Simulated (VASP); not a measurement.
Wanted: the native input for a VASP 6.6.1 run.

| Item | Value |
| --- | --- |
| Task | single point |
| Functional | r2SCAN |
| Potentials or basis | VASP PAW PBE potentials, release 64 (Be, Te) |
| Cutoff | 520 eV |
| k mesh | 6 × 6 × 6 |
| Occupations | methfessel-paxton, width 0.0163 eV |
| Spin | no spin polarisation |
| Dipole correction | no |
| Further INCAR settings | ALGO = Normal; EDIFF = 1e-07; NBANDS = 11 |

BeTe:

```
CELL_PARAMETERS angstrom
0.00000 2.75060 2.75060
2.75060 0.00000 2.75060
2.75060 2.75060 0.00000
ATOMIC_POSITIONS crystal
Be 0.00000 0.00000 0.00000
Te 0.25000 0.25000 0.25000
```

The input as run:

POSCAR

```
BeTe
1.0
    0.0000000000      2.7505950000      2.7505950000
    2.7505950000      0.0000000000      2.7505950000
    2.7505950000      2.7505950000      0.0000000000
Be Te
1 1
Direct
    0.0000000000      0.0000000000      0.0000000000
    0.2500000000      0.2500000000      0.2500000000
```

INCAR.step1

```
PREC = Accurate
ENCUT = 520
ISMEAR = 1
SIGMA = 0.0163
LREAL = F
LASPH = T
NELM = 60
NBANDS = 11
GGA = PE
ALGO = Normal
EDIFF = 1E-4
LWAVE = T
LCHARG = F
```

INCAR.step2

```
PREC = Accurate
ENCUT = 520
EDIFF = 1E-7
ISMEAR = 1
SIGMA = 0.0163
LREAL = F
LASPH = T
NELM = 60
ALGO = Normal
ISIF = 2
LWAVE = F
LCHARG = F
METAGGA = R2SCAN
LMIXTAU = T
NBANDS = 11
ISTART = 1
```

KPOINTS

```
regular mesh
0
Gamma
  6 6 6
```

Potentials or basis: VASP PAW PBE potentials, release 64 (Be, Te).

Command:

```sh
$ cat potpaw_PBE.64/Be/POTCAR potpaw_PBE.64/Te/POTCAR > POTCAR
$ cp INCAR.step1 INCAR
$ mpirun -np 1 vasp_std > vasp.out
$ cp INCAR.step2 INCAR
$ mpirun -np 1 vasp_std > vasp.out
```

It gave:

```
Pressure               : 6.2 GPa
Band gap on the k mesh : 2.15 eV, indirect (least direct gap 3.93 eV)
```

Caveat: the PAW data sets were made with another functional, which shifts forces and pressure a little; spin-orbit coupling is left out, which moves the levels of the heavy elements.

Run time: 80 s on 1 thread of Intel Xeon 8259CL, on a shared host, peak memory 0.17 GiB.
